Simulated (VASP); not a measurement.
PIr2, 3 atoms in the cell. Symmetry: Fm-3m, No. 225, cubic system. Conventional cell: a = 5.543 Å, b = 5.543 Å, c = 5.543 Å, α = 90.00°, β = 90.00°, γ = 90.00°. P (site symmetry m-3m) has 8 Ir at 2.40 Å within 3.2 Å. Within 3.2 Å of Ir (site symmetry -43m) lie 4 P at 2.40 Å and 6 Ir at 2.77 Å. 

```yaml
Program: VASP 6.6.1
Task: vibrations by perturbation theory
Functional: LDA
Potentials_or_basis: VASP PAW LDA potentials, release 64 (P, Ir)
Cutoff: 520 eV
k_mesh: 14 × 14 × 14
Occupations: fermi-dirac, width 0.15 eV
Spin: no spin polarisation
Dipole_correction: no
Further_INCAR_settings: ALGO = Normal; EDIFF = 1e-08; NBANDS = 18; IBRION = 8; NSW = 1
```

Potentials or basis: VASP PAW LDA potentials, release 64 (P, Ir).

Run with:

```sh
$ cat potpaw_LDA.64/P/POTCAR potpaw_LDA.64/Ir/POTCAR > POTCAR
$ mpirun -np 1 vasp_std > vasp.out
```

Hardware: 1 thread of Intel(R) Xeon(R) 6975P-C (Granite Rapids), with other jobs on the host.

Q: How long does it take, and how much memory?

A: Wall time 6.3 min on 1 thread of Intel(R) Xeon(R) 6975P-C (Granite Rapids) (shared host), peak memory 0.7 GiB. Counts: scf iterations 40, k points 104.
